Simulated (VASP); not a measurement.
# CaLa2Cd3 (P6/mmm) in VASP: notebook

CaLa2Cd3 is run at these levels: PBE; tasks: relaxation of cell and atoms, single point.

All numbers are computed with VASP 6.6.1; they aren't measurements. Logs are shortened: lines on timing, memory, paths and dates and some standing lists are left out, and cuts for length are marked.

## (1) The cell of the first run

Symmetry: P6/mmm, No. 191, hexagonal system. The conventional cell has a = 6.104 Å, b = 6.104 Å, c = 5.265 Å, α = 90.00°, β = 90.00°, γ = 120.00°. Within 4.0 Å of Ca (site symmetry 6/mmm) lie 6 Cd at 3.05 Å. La (site symmetry -6m2) has 6 Cd at 3.17 Å and 3 La at 3.52 Å within 4.2 Å. Within 4.0 Å of Cd (site symmetry mmm) lie 2 Ca at 3.05 Å and 4 Cd at 3.05 Å and 4 La at 3.17 Å.

The cell was generated, and may not be a known phase.

## (2) Relaxation of cell and atoms, PBE

The input, INCAR:

```
PREC     = Accurate       # precision mode
ENCUT    = 600            # plane-wave cutoff, eV
EDIFF    = 1E-7           # SCF threshold, eV
ISMEAR   = 0              # smearing method
SIGMA    = 0.1            # smearing width, eV
LREAL    = F              # projectors in reciprocal space
LASPH    = T              # aspherical terms in the spheres
NELM     = 80             # most SCF steps
ALGO     = Normal         # electronic algorithm
ISIF     = 3              # what is computed and relaxed
LWAVE    = F              # write WAVECAR
LCHARG   = F              # write CHGCAR
GGA      = PE             # functional
IBRION   = 2              # ionic algorithm
NSW      = 90             # ionic steps
EDIFFG   = -0.04          # ionic threshold
```

The input, KPOINTS:

```
regular mesh
0
Gamma
  3 3 4
```

The input, POSCAR:

```
CaLa2Cd3
1.0
    6.1042393700      0.0000000000      0.0000000000
   -3.0521196900      5.2864263700      0.0000000000
    0.0000000000      0.0000000000      5.2646716000
Ca La Cd
1 2 3
Direct
    0.0000000000      0.0000000000      0.5000000000
    0.3333333300      0.6666666700      0.0000000000
    0.6666666700      0.3333333300      0.0000000000
    0.5000000000      0.0000000000      0.5000000000
    0.0000000000      0.5000000000      0.5000000000
    0.5000000000      0.5000000000      0.5000000000
```

Potentials or basis: VASP PAW PBE potentials, release 64 (Ca_sv, La, Cd).

Started as:

```sh
> cat potpaw_PBE.64/Ca_sv/POTCAR potpaw_PBE.64/La/POTCAR potpaw_PBE.64/Cd/POTCAR > POTCAR
> mpirun -np 1 vasp_std > vasp.out
```

OUTCAR:

```text
PREC = Accurate
   ENCUT = 600
   EDIFF = 1E-7
   ISMEAR = 0
   LREAL = F
   LASPH = T
   NELM = 80
   ISIF = 3
   GGA = PE
   IBRION = 2
   NSW = 90
   EDIFFG = -0.04

 ion  position               nearest neighbor table
   1  0.000  0.000  0.500-   4 3.05   4 3.05   6 3.05   6 3.05   5 3.05   5 3.05
   2  0.333  0.667  0.000-   5 3.17   5 3.17   4 3.17   4 3.17   6 3.17   6 3.17   3 3.52   3 3.52
                             3 3.52
   3  0.667  0.333  0.000-   5 3.17   5 3.17   4 3.17   4 3.17   6 3.17   6 3.17   2 3.52   2 3.52
                             2 3.52
   4  0.500  0.000  0.500-   1 3.05   1 3.05   5 3.05   5 3.05   6 3.05   6 3.05   3 3.17   2 3.17
                             3 3.17   2 3.17
   5  0.000  0.500  0.500-   6 3.05   6 3.05   4 3.05   4 3.05   1 3.05   1 3.05   3 3.17   2 3.17
                             3 3.17   2 3.17
   6  0.500  0.500  0.500-   5 3.05   5 3.05   1 3.05   1 3.05   4 3.05   4 3.05   3 3.17   2 3.17
                             3 3.17   2 3.17

  LATTYP: Found a hexagonal cell.
 ALAT       =     6.1042393700
 C/A-ratio  =     0.8624615257

  Lattice vectors:

 A1 = (   6.1042393700,   0.0000000000,   0.0000000000)
 A2 = (  -3.0521196900,   5.2864263700,   0.0000000000)
 A3 = (   0.0000000000,   0.0000000000,   5.2646716000)

Analysis of symmetry for initial positions (statically):
=====================================================================
 Subroutine PRICEL returns:
 Original cell was already a primitive cell.

 Routine SETGRP: Setting up the symmetry group for a
 hexagonal supercell.

 Subroutine GETGRP returns: Found 24 space group operations
 (whereof 24 operations were pure point group operations)
 out of a pool of 24 trial point group operations.

The static configuration has the point symmetry D_6h.

Analysis of symmetry for dynamics (positions and initial velocities):
=====================================================================
 Subroutine PRICEL returns:
 Original cell was already a primitive cell.

 Routine SETGRP: Setting up the symmetry group for a
 hexagonal supercell.

 Subroutine GETGRP returns: Found 24 space group operations
 (whereof 24 operations were pure point group operations)
 out of a pool of 24 trial point group operations.

The dynamic configuration has the point symmetry D_6h.

 Subroutine INISYM returns: Found 24 space group operations
 (whereof 24 operations are pure point group operations),
 and found     1 'primitive' translations

----------------------------------------------------------------------------------------

                                     Primitive cell

  volume of cell :     169.8889

  direct lattice vectors                    reciprocal lattice vectors
     6.104239370  0.000000000  0.000000000     0.163820574  0.094581853  0.000000000
    -3.052119690  5.286426370  0.000000000     0.000000000  0.189163705  0.000000000
     0.000000000  0.000000000  5.264671600     0.000000000  0.000000000  0.189945371

  length of vectors
     6.104239370  6.104239377  5.264671600     0.189163706  0.189163705  0.189945371

  position of ions in fractional coordinates (direct lattice)
     0.000000000  0.000000000  0.500000000
     0.333333330  0.666666670  0.000000000
     0.666666670  0.333333330  0.000000000
     0.500000000  0.000000000  0.500000000
     0.000000000  0.500000000  0.500000000
     0.500000000  0.500000000  0.500000000

  ion indices of the primitive-cell ions
   primitive index   ion index
                 1           1
                 2           2
                 3           3
                 4           4
                 5           5
                 6           6

----------------------------------------------------------------------------------------

 KPOINTS: regular mesh

Automatic generation of k-mesh.
 Grid dimensions read from file:
 generate k-points for:    3    3    4

 Generating k-lattice:

  Cartesian coordinates                     Fractional coordinates (reciprocal lattice)
     0.054606858  0.031527284  0.000000000     0.333333333 -0.000000000  0.000000000
     0.000000000  0.063054568  0.000000000     0.000000000  0.333333333  0.000000000
     0.000000000  0.000000000  0.047486343     0.000000000  0.000000000  0.250000000

  Length of vectors
     0.063054569  0.063054568  0.047486343

  Shift w.r.t. Gamma in fractional coordinates (k-lattice)
     0.000000000  0.000000000  0.000000000

 Subroutine IBZKPT returns following result:
 ===========================================

 Found      9 irreducible k-points:

 Following reciprocal coordinates:
            Coordinates               Weight
  0.000000  0.000000  0.000000      1.000000
  0.333333 -0.000000  0.000000      6.000000
  0.333333  0.333333  0.000000      2.000000
  0.000000  0.000000  0.250000      2.000000
  0.333333 -0.000000  0.250000     12.000000
  0.333333  0.333333  0.250000      4.000000
  0.000000  0.000000  0.500000      1.000000
  0.333333 -0.000000  0.500000      6.000000
  0.333333  0.333333  0.500000      2.000000
   k-points           NKPTS =      9   k-points in BZ     NKDIM =      9   number of bands    NBANDS=     40
   number of dos      NEDOS =    301   number of ions     NIONS =      6
   total plane-waves  NPLWV = 105000
   dimension x,y,z NGX =    50 NGY =   50 NGZ =   42
   dimension x,y,z NGXF=   100 NGYF=  100 NGZF=   84
   ions per type =               1   2   3
   NGX,Y,Z   is equivalent  to a cutoff of  13.62, 13.62, 13.26 a.u.
   NGXF,Y,Z  is equivalent  to a cutoff of  27.23, 27.23, 26.53 a.u.
 SYSTEM =  unknown system
   PREC   = accura    normal or accurate (medium, high low for compatibility)
   ISTART =      0    job   : 0-new  1-cont  2-samecut
   ICHARG =      2    charge: 1-file 2-atom 10-const
   ISPIN  =      1    spin polarized calculation?
   LNONCOLLINEAR =      F non collinear calculations
   LSORBIT =      F    spin-orbit coupling
   LASPH  =      T    aspherical Exc in radial PAW
   ENCUT  =  600.0 eV  44.10 Ry    6.64 a.u.  12.19 12.19 10.51*2*pi/ulx,y,z
   NELM   =     80;   NELMIN=  2; NELMDL= -5     # of ELM steps
   EDIFF  = 0.1E-06   stopping-criterion for ELM
   LREAL  =      F    real-space projection
   EDIFFG = -.4E-01   stopping-criterion for IOM
   NSW    =     90    number of steps for IOM
   IBRION =      2    ionic relax: 0-MD 1-quasi-New 2-CG
   NFREE  =      1    steps in history (QN), initial steepest desc. (CG)
   ISIF   =      3    stress and relaxation
   ISYM   =      2    0-nonsym 1-usesym 2-fastsym
   POTIM  = 0.5000    time-step for ionic-motion
   TEBEG  =    0.0;   TEEND  =   0.0 temperature during run
   PSTRESS=    0.0 pullay stress
   NELECT =      68.0000    total number of electrons
   NUPDOWN=      -1.0000    fix difference up-down
   EMIN   =  10.00;   EMAX   =-10.00  energy-range for DOS
   EFERMI =   0.00;   METHOD = LEGACY
   ISMEAR =     0;   SIGMA  =   0.10  broadening in eV -4-tet -1-fermi 0-gaus
   EFERMI_NEDOS =   21; number of points for ismear=-14 and -15
   IALGO  =     38    algorithm
   IMIX   =      4    mixing-type and parameters
     AMIX     =   0.40;   BMIX     =  1.00
     AMIX_MAG =   1.60;   BMIX_MAG =  1.00
  volume/ion in A,a.u.               =      28.31       191.08
  Fermi-wavevector in a.u.,A,eV,Ry     =   1.206487  2.279931 19.804802  1.455612
  Thomas-Fermi vector in A             =   2.342153
   LORBIT       =      0    0 simple, 1 ext, 2 COOP (PROOUT), +10 PAW based schemes
   GGA     = PE    functional components
   LHFCALC =     F    Hartree Fock is set to
   AEXX    =    0.0000 exact exchange contribution
   IVDW    =     0    specifies the selected vdW correction
   LEPSILON=     F    determine dielectric tensor
   LRPA    =     F    only Hartree local field effects (RPA)
 conjugate gradient relaxation of ions
 non-spin polarized calculation
 Gauss-broadening in eV      SIGMA  =   0.10
  energy-cutoff  :      600.00
  volume of cell :      169.89
 maximum number of plane-waves:      5688
 NGX is ok and might be reduce to    50
   NGX = 25   NGY = 25   NGZ = 21

--------------------------------------- Ionic step        1  -------------------------------------------

 number of electron      68.0000015 magnetization

 Free energy of the ion-electron system (eV)
  ---------------------------------------------------
  ext. energy  EPLUGINS =         0.00000000
  ---------------------------------------------------
  free energy    TOTEN  =       -13.74104597 eV

  energy without entropy =      -13.71949297  energy(sigma->0) =      -13.73026947

 E-fermi :   5.1381     XC(G=0):  -9.8538

 val. band max:        5.1139846541   @ k =   0.3333   0.3333   0.5000
 cond. band min:       5.1987048092   @ k =   0.3333  -0.0000   0.0000
 fundamental gap:      0.0847201552
 Fermi energy:         5.1381309774

 k-point     1 :       0.0000    0.0000    0.0000
  band No.  band energies     occupation
      1     -36.2642      2.00000
      2     -27.8291      2.00000
      3     -27.6330      2.00000
      4     -17.3155      2.00000
      5     -17.3155      2.00000
      6     -17.2846      2.00000
[... 558 lines left out ...]
 POSITION                                       TOTAL-FORCE (eV/Angst)
 -----------------------------------------------------------------------------------
      0.00000     -0.00000      2.79108         0.000000      0.000000     -0.000000
     -0.00000      3.73464     -0.00000        -0.000000      0.000000     -0.000000
      3.23430      1.86732     -0.00000         0.000000      0.000000      0.000000
     -0.00000      5.60196      2.79108         0.000000     -0.000000     -0.000000
     -1.61715      2.80098      2.79108         0.000000      0.000000     -0.000000
      1.61715      2.80098      2.79108         0.000000     -0.000000     -0.000000
 -----------------------------------------------------------------------------------
    total drift:                               -0.000000     -0.000000      0.000000

  FREE ENERGIE OF THE ION-ELECTRON SYSTEM (eV)
  ---------------------------------------------------
  free  energy   TOTEN  =       -14.4347086070 eV

  energy  without entropy=      -14.3869224410  energy(sigma->0) =      -14.41081552

--------------------------------------- Ionic step        6  -------------------------------------------

 number of electron      68.0000003 magnetization

 Free energy of the ion-electron system (eV)
  ---------------------------------------------------
  ext. energy  EPLUGINS =         0.00000000
  ---------------------------------------------------
  free energy    TOTEN  =       -14.43874303 eV

  energy without entropy =      -14.39765772  energy(sigma->0) =      -14.41820038

 E-fermi :   3.8919     XC(G=0):  -9.0948

 val. band max:        3.8171920739   @ k =   0.3333  -0.0000   0.2500
 cond. band min:       3.9275301678   @ k =   0.3333  -0.0000   0.0000
 fundamental gap:      0.1103380939
 Fermi energy:         3.8918953409

 k-point     1 :       0.0000    0.0000    0.0000
  band No.  band energies     occupation
      1     -38.0928      2.00000
      2     -29.3353      2.00000
      3     -29.2435      2.00000
      4     -19.1015      2.00000
      5     -19.0762      2.00000
      6     -19.0762      2.00000
[... 398 lines left out ...]
 POSITION                                       TOTAL-FORCE (eV/Angst)
 -----------------------------------------------------------------------------------
      0.00000     -0.00000      2.75898         0.000000      0.000000      0.000000
     -0.00000      3.76123     -0.00000        -0.000000      0.000000      0.000000
      3.25732      1.88062      5.51796         0.000000     -0.000000     -0.000000
      3.25732     -0.00000      2.75898        -0.000000     -0.000000      0.000000
      4.88599      2.82093      2.75898         0.000000      0.000000      0.000000
      1.62866      2.82093      2.75898         0.000000     -0.000000      0.000000
 -----------------------------------------------------------------------------------
    total drift:                               -0.000000     -0.000000      0.000000

  FREE ENERGIE OF THE ION-ELECTRON SYSTEM (eV)
  ---------------------------------------------------
  free  energy   TOTEN  =       -14.4387430309 eV

  energy  without entropy=      -14.3976577220  energy(sigma->0) =      -14.41820038

 reached required accuracy - stopping structural energy minimisation
```

Wall time 16 min (1 thread of Intel Xeon Platinum 8259CL at 2.50GHz (Skylake/Cascade Lake), shared host); peak memory 0.38 GiB.

What came out:

```yaml
Free_energy: -14.4387 eV
Relaxed_volume: 33.80 Å³/atom
Relaxed_cell: a = 6.515 Å, b = 6.515 Å, c = 5.518 Å, α = 90.00°, β = 90.00°, γ = 120.00°
Space_group_after_relaxing_to_0.1_Å: P6/mmm (No. 191)
Energy_gained_by_relaxing: 116.3 meV/atom
Ionic_steps: 6
Pressure_after_relaxing: 0.0 GPa
Band_gap_on_the_k_mesh: zero (bands 34 and 35 overlap by 0.50 eV)
```

The path:
| step | energy change (eV) | largest force (eV/Å) | pressure (GPa) | volume (Å³) |
| --- | --- | --- | --- | --- |
| 1 | 0.0000 | 0.0000 | 8.18 | 169.89 |
| 2 | -0.6731 | 0.0000 | -0.86 | 207.97 |
| 3 | -0.6903 | 0.0000 | 0.08 | 201.41 |
| 4 | -0.6903 | 0.0000 | -0.02 | 202.08 |
| 5 | -0.6937 | 0.0000 | -0.03 | 202.28 |
| 6 | -0.6977 | 0.0000 | -0.02 | 202.81 |

Final structure:
```cif
data_structure
_symmetry_space_group_name_H-M 'P 1'
_symmetry_Int_Tables_number 1
_cell_length_a 6.5146
_cell_length_b 6.5146
_cell_length_c 5.5180
_cell_angle_alpha 90.000
_cell_angle_beta 90.000
_cell_angle_gamma 120.000
_cell_volume 202.81
loop_
_atom_site_label
_atom_site_type_symbol
_atom_site_fract_x
_atom_site_fract_y
_atom_site_fract_z
_atom_site_occupancy
Ca1 Ca 0.00000 0.00000 0.50000 1
La1 La 0.33333 0.66667 0.00000 1
La2 La 0.66667 0.33333 0.00000 1
Cd1 Cd 0.50000 0.00000 0.50000 1
Cd2 Cd 0.00000 0.50000 0.50000 1
Cd3 Cd 0.50000 0.50000 0.50000 1
```

Levels at points of the mesh, in eV from the Fermi level:
```csv
k point,band 30,band 31,band 32,band 33,band 34,band 35,band 36,band 37,band 38,band 39
"(0.00, 0.00, 0.00)",-1.71,-1.71,-0.89,-0.78,-0.78,-0.44,-0.44,0.46,1.13,1.27
"(0.00, 0.00, 0.50)",-2.48,-2.44,-0.72,-0.72,-0.68,0.49,0.55,0.55,0.73,0.73
```

Caveat: the k points lie up to 0.37 Å⁻¹ apart in the final cell; the volume moved by over 15 % at a fixed basis, so the end points are rough; spin-orbit coupling is left out, which moves the levels of the heavy elements.

(Continued in part 2 of 2.)

The gap in the log of VASP goes by the Fermi energy; the results here count the filled bands.